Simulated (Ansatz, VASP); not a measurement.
**F in VASP and in Ansatz**

Contents of INCAR:

```
SYSTEM = F
  ALGO = Normal
  EDIFF = 1E-6
  ENCUT = 520
  GGA = PS
  ISIF = 2
  ISMEAR = 0
  LASPH = .TRUE.
  LCHARG = .FALSE.
  LREAL = .FALSE.
  LWAVE = .FALSE.
  NBANDS = 22
  NELM = 80
  PREC = Accurate
  SIGMA = 0.05
```

Contents of KPOINTS:

```
k-points
0
G
  4 4 2
  0 0 0
```

File POSCAR:

```
F
1.0
    3.1573117572     -1.8146152765     -0.2435191204
    3.1573117572      1.8146152765     -0.2435191204
   -2.3740572529      0.0000000000      7.2670371310
F
4
Direct
    0.0848459664      0.0848459664      0.0860117137
    0.9151540336      0.9151540336      0.9139882863
    0.5015719855      0.5015719855      0.5937195244
    0.4984280145      0.4984280145      0.4062804756
```

Input for Ansatz:

```yaml
crystal:
  lattice:
    - [3.1573117572, -1.8146152765, -0.2435191204]
    - [3.1573117572, 1.8146152765, -0.2435191204]
    - [-2.3740572529, 0.0, 7.267037131]
  atoms:
    - { symbol: F, position: [0.0848459664, 0.0848459664, 0.0860117137] }
    - { symbol: F, position: [0.9151540336, 0.9151540336, 0.9139882863] }
    - { symbol: F, position: [0.5015719855, 0.5015719855, 0.5937195244] }
    - { symbol: F, position: [0.4984280145, 0.4984280145, 0.4062804756] }
basis:
  ecutwfc: 520.0
kpoints:
  mp_grid: { grid: [4, 4, 2] }
hamiltonian:
  xc: pbesol
scf:
  occupations: { method: gaussian, width: 0.05 }
output:
  forces: true
  stress: true
  eigenvalues: true
```

Alike in both runs: task single point; functional PBEsol; k mesh 4 × 4 × 2; occupations gaussian, width 0.05 eV; no spin polarisation.

|  | VASP | Ansatz |
| --- | --- | --- |
| version | VASP 6.6.1 | Ansatz 0.2.0 |
| potentials or method | VASP PAW PBE potentials, release 64 (F), cutoff 520 eV | scalar-relativistic, plane waves, PAW |
| valence electrons in the cell | 28 | 28 |

Ansatz gave:

* gap on the k mesh at the Fermi level (eV): 2.82
* least direct gap on the mesh (eV): 2.86
* pressure (GPa): 1.4
* traceless stress, the component that is largest in VASP (GPa): 3.66
* rms of the force components (eV/Å): 1.113

Q: Which values does VASP return?

A: gap on the k mesh at the Fermi level (eV): 2.75; least direct gap on the mesh (eV): 2.79; pressure (GPa): 1.8; traceless stress, the component that is largest in VASP (GPa): 4.02; rms of the force components (eV/Å): 1.308.

VASP's potentials were made for PBE, not for PBEsol. Atom by atom the forces differ by 0.286 eV/Å (rms over components).

The k mesh is coarse, so the values compare programs but aren't converged.
